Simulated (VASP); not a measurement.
# FeNi3 (Pm-3m) in VASP: a series of runs, part 2 of 2

VASP 6.6.1.

## 4. Single point, PBE, collinear spin, ferromagnetic start (10.79 Å³/atom)

This run uses another cell than the first one, of 10.79 Å³/atom.

Contents of INCAR:

```
ALGO = Fast
EDIFF = 1E-6
ENCUT = 520
GGA = PE
ISIF = 2
ISMEAR = 0
ISPIN = 2
LASPH = True
LCHARG = False
LMAXMIX = 4
LORBIT = 11
LREAL = False
LWAVE = False
MAGMOM = 3.2 0.75 0.75 0.75
NBANDS = 31
NELM = 150
PREC = Accurate
SIGMA = 0.1
```

Contents of KPOINTS:

```
k-points
0
Gamma
  12 12 12
```

Contents of POSCAR:

```
FeNi3
1.0
    3.5078923810      0.0000000000      0.0000000000
    0.0000000000      3.5078923810      0.0000000000
    0.0000000000      0.0000000000      3.5078923810
Fe Ni
1 3
Direct
    0.0000000000      0.0000000000      0.0000000000
    0.0000000000      0.5000000000      0.5000000000
    0.5000000000      0.0000000000      0.5000000000
    0.5000000000      0.5000000000      0.0000000000
```

Potentials or basis: VASP PAW PBE potentials, release 64 (Fe, Ni).

Command:

```sh
> cat potpaw_PBE.64/Fe/POTCAR potpaw_PBE.64/Ni/POTCAR > POTCAR
> mpirun -np 1 vasp_std > vasp.out
```

OUTCAR:

```text
EDIFF = 1E-6
   ENCUT = 520
   GGA = PE
   ISIF = 2
   ISMEAR = 0
   ISPIN = 2
   LASPH = True
   LORBIT = 11
   LREAL = False
   NELM = 150
   PREC = Accurate

 ion  position               nearest neighbor table
   1  0.000  0.000  0.000-   2 2.48   3 2.48   4 2.48   2 2.48   3 2.48   2 2.48   4 2.48   2 2.48
                             3 2.48   4 2.48   3 2.48   4 2.48
   2  0.000  0.500  0.500-   1 2.48   3 2.48   4 2.48   1 2.48   4 2.48   1 2.48   3 2.48   1 2.48
                             3 2.48   4 2.48   4 2.48   3 2.48
   3  0.500  0.000  0.500-   1 2.48   2 2.48   4 2.48   1 2.48   4 2.48   2 2.48   4 2.48   4 2.48
                             1 2.48   2 2.48   1 2.48   2 2.48
   4  0.500  0.500  0.000-   1 2.48   2 2.48   3 2.48   2 2.48   3 2.48   1 2.48   3 2.48   3 2.48
                             1 2.48   2 2.48   2 2.48   1 2.48

  LATTYP: Found a simple cubic cell.
 ALAT       =     3.5078923810

  Lattice vectors:
[... 1847 lines left out ...]

  FORCE on cell =-STRESS in cart. coord.  units (eV):
  Direction    XX          YY          ZZ          XY          YZ          ZX
  --------------------------------------------------------------------------------------
  -------------------------------------------------------------------------------------
  Total        1.6914435      1.6914435      1.6914435      0.0000000     -0.0000000      0.0000000
  in kB       62.7811538     62.7811538     62.7811538      0.0000000     -0.0000000      0.0000000
  external PRESSURE =      62.7811538 kB  Pullay stress =       0.0000000 kB

 VOLUME and BASIS-vectors are now :
 -----------------------------------------------------------------------------
  energy-cutoff  :      520.00
  volume of cell :       43.17
      direct lattice vectors                 reciprocal lattice vectors
     3.507892381  0.000000000  0.000000000     0.285071459  0.000000000  0.000000000
     0.000000000  3.507892381  0.000000000     0.000000000  0.285071459  0.000000000
     0.000000000  0.000000000  3.507892381     0.000000000  0.000000000  0.285071459

 POSITION                                       TOTAL-FORCE (eV/Angst)
 -----------------------------------------------------------------------------------
      0.00000      0.00000      0.00000         0.000000      0.000000      0.000000
      0.00000      1.75395      1.75395         0.000000      0.000000      0.000000
      1.75395      0.00000      1.75395         0.000000      0.000000      0.000000
      1.75395      1.75395      0.00000         0.000000      0.000000      0.000000
 -----------------------------------------------------------------------------------
    total drift:                                0.000000      0.000000      0.000000

  FREE ENERGIE OF THE ION-ELECTRON SYSTEM (eV)
  ---------------------------------------------------
  free  energy   TOTEN  =       -24.9842676150 eV

  energy  without entropy=      -24.9698256497  energy(sigma->0) =      -24.97704663

 total charge

# of ion       s       p       d       tot
------------------------------------------
    1        0.486   0.528   6.137   7.152
    2        0.517   0.539   8.337   9.393
    3        0.517   0.539   8.337   9.393
    4        0.517   0.539   8.337   9.393
--------------------------------------------------
tot          2.038   2.144  31.148  35.330

 magnetization (x)

# of ion       s       p       d       tot
------------------------------------------
    1        0.012   0.002   2.859   2.873
    2       -0.015  -0.043   0.691   0.633
    3       -0.015  -0.043   0.691   0.633
    4       -0.015  -0.043   0.691   0.633
--------------------------------------------------
tot         -0.034  -0.126   4.932   4.772
```

stdout:

```text
POSCAR found type information on POSCAR FeNi
 POSCAR found :  2 types and       4 ions
 scaLAPACK will be used
 LDA part: xc-table for (Slater+PW92), standard interpolation
 POSCAR, INCAR and KPOINTS ok, starting setup
 FFT: planning ... GRIDC
 FFT: planning ... GRID_SOFT
 FFT: planning ... GRID
 WAVECAR not read
 entering main loop
```

Run time: 2.9 min. Hardware: 1 thread of Intel Xeon 8259CL, shared host; peak memory 0.29 GiB.

What came out:

- Free energy: -24.9843 eV
- Pressure: 6.3 GPa
- Net moment: 4.76 μB per cell
- Site moments: Fe +2.87; Ni +0.63 μB
- Valence electrons inside the program's atomic spheres: Fe 7.15; Ni 9.39

Levels at points of the mesh, in eV from the Fermi level:
Spin up:
| k point | band 17 | band 18 | band 19 | band 20 | band 21 | band 22 | band 23 | band 24 | band 25 | band 26 |
| --- | --- | --- | --- | --- | --- | --- | --- | --- | --- | --- |
| (0.00, 0.00, 0.00) | -0.68 | -0.68 | -0.62 | -0.62 | -0.62 | 2.28 | 2.28 | 2.28 | 9.13 | 9.13 |
| (0.50, 0.00, 0.00) | -1.63 | -1.58 | -1.41 | -1.07 | -0.68 | -0.62 | 7.68 | 7.68 | 7.70 | 7.70 |
| (0.50, 0.50, 0.00) | -1.73 | -1.73 | -1.55 | -1.52 | 0.79 | 0.79 | 0.86 | 0.88 | 11.40 | 11.50 |
| (0.50, 0.50, 0.50) | -0.82 | -0.80 | -0.80 | -0.80 | -0.54 | -0.54 | -0.54 | -0.43 | 5.65 | 5.65 |
Spin down:
```
           k point  band 14  band 15  band 16  band 17  band 18  band 19  band 20  band 21
(0.00, 0.00, 0.00)     0.29     0.29     0.29     1.01     1.01     1.29     1.29     1.29
(0.50, 0.00, 0.00)    -1.00    -0.90    -0.43    -0.15    -0.15     0.29     0.51     0.62
(0.50, 0.50, 0.00)    -1.27    -1.26    -0.84    -0.70     0.15     0.15     0.38     1.46
(0.50, 0.50, 0.50)    -0.49    -0.49    -0.49     0.06     0.06     0.06     0.81     0.81
```

Caveat: the cell stands under pressure.

## 5. The runs side by side

| cell | gap on the mesh (eV) | pressure (GPa) | moment (μB) |
| --- | --- | --- | --- |
| a = 3.396 Å, 4 atoms | none | 33.7 | 4.65 |
| a = 3.434 Å, 4 atoms | none | 23.0 | 4.70 |
| a = 3.508 Å, 4 atoms | none | 6.3 | 4.76 |

Alike in all rows: task single point; level PBE; potentials or basis VASP PAW PBE potentials, release 64 (Fe, Ni); spin collinear, ferromagnetic start; k mesh 12 × 12 × 12; cutoff (eV) 520; smearing gaussian 0.1 eV.

Caveats: the cell stands under pressure.

Total energies depend on the potentials used, so only differences within one code and one set of settings carry meaning.
